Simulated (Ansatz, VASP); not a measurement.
## One calculation of SiO2, two programs

```
Si O
1.0
     0.00000    4.69873    7.34186
     2.34720    0.00000    7.34186
     2.34720    4.69873    0.00000
Si O
4 8
Direct
  0.56308 0.56308 0.93692
  0.31308 0.31308 0.68692
  0.68692 0.68692 0.31308
  0.93692 0.93692 0.56308
  0.62500 0.12500 0.62500
  0.62500 0.62500 0.12500
  0.62500 0.62500 0.62500
  0.12500 0.62500 0.62500
  0.18564 0.81436 0.18564
  0.81436 0.18564 0.81436
  0.43564 0.06436 0.43564
  0.06436 0.43564 0.06436
```

Alike in both runs: functional LDA; k mesh 6 × 6 × 6; occupations gaussian, width 0.02 eV; no spin polarisation.

Ansatz relaxed the structure, and its values are those at the end. VASP's run is a single point on that final structure, the one shown.

|  | VASP | Ansatz |
| --- | --- | --- |
| version | VASP 6.6.1 | Ansatz 0.2.0 |
| potentials or method | VASP PAW LDA potentials, release 64 (Si, O), cutoff 520 eV | scalar-relativistic, plane waves, PAW |
| valence electrons in the cell | 64 | 64 |

Ansatz gave:

* gap on the k mesh at the Fermi level (eV): 5.60
* least direct gap on the mesh (eV): 5.60
* pressure (GPa): 0.0
* rms of the force components (eV/Å): 0.000

Question: Estimate VASP's values.

Answer: gap on the k mesh at the Fermi level (eV): 5.60; least direct gap on the mesh (eV): 5.60; pressure (GPa): 0.6; rms of the force components (eV/Å): 0.017.

LDA's correlation is that of Perdew and Zunger in VASP and of Perdew and Wang (1992) in Ansatz.
